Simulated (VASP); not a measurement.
Set up this calculation in VASP 6.6.1, as the native input.

| Quantity | Value |
| --- | --- |
| Task | single point |
| Functional | PBEsol |
| Potentials or basis | VASP PAW PBE potentials, release 64 (Sb, Ni) |
| Cutoff | 520 eV |
| k mesh | 6 × 6 × 4 |
| Occupations | gaussian, width 0.1 eV |
| Spin | no spin polarisation |
| Dipole correction | no |
| Further INCAR settings | ALGO = Normal; EDIFF = 1e-07; NBANDS = 23 |

The structure of NiSb lies in POSCAR:

```
NiSb
1.0
    3.9077264823      0.0000000000      0.0000000000
   -1.9538632412      3.3841904047      0.0000000000
    0.0000000000      0.0000000000      5.0973172838
Sb Ni
2 2
Direct
    0.3333333333      0.6666666667      0.2500000000
    0.6666666667      0.3333333333      0.7500000000
    0.0000000000      0.0000000000      0.0000000000
    0.0000000000      0.0000000000      0.5000000000
```

The input as run:

INCAR

```
SYSTEM = NiSb
PREC = Accurate
ENCUT = 520
EDIFF = 1E-7
ISMEAR = 0
SIGMA = 0.1
LREAL = .False.
LASPH = .True.
NELM = 80
ALGO = Normal
ISIF = 2
LWAVE = .False.
LCHARG = .True.
GGA = PS
LELF = .True.
LVHAR = .True.
NBANDS = 23
```

KPOINTS

```
Automatic mesh
0
Gamma
  6 6 4
  0 0 0
```

Potentials or basis: VASP PAW PBE potentials, release 64 (Sb, Ni).

The run is started by

```bash
$ cat potpaw_PBE.64/Sb/POTCAR potpaw_PBE.64/Ni/POTCAR > POTCAR
$ mpirun -np 1 vasp_std > vasp.out
```

Results of the run:

The pressure is 0.1 GPa. The band gap on the k mesh is zero (band 15 reaches 12.24 eV, above the bottom of band 16 at 8.80 eV).

Caveat: the PAW data sets were made with another functional, which shifts forces and pressure a little; spin-orbit coupling is left out, which moves the levels of the heavy elements.

It took 38 s on 1 thread of AMD EPYC 7R43 64-Core Processor (Zen 3), with other jobs on the host, peak memory 0.15 GiB.
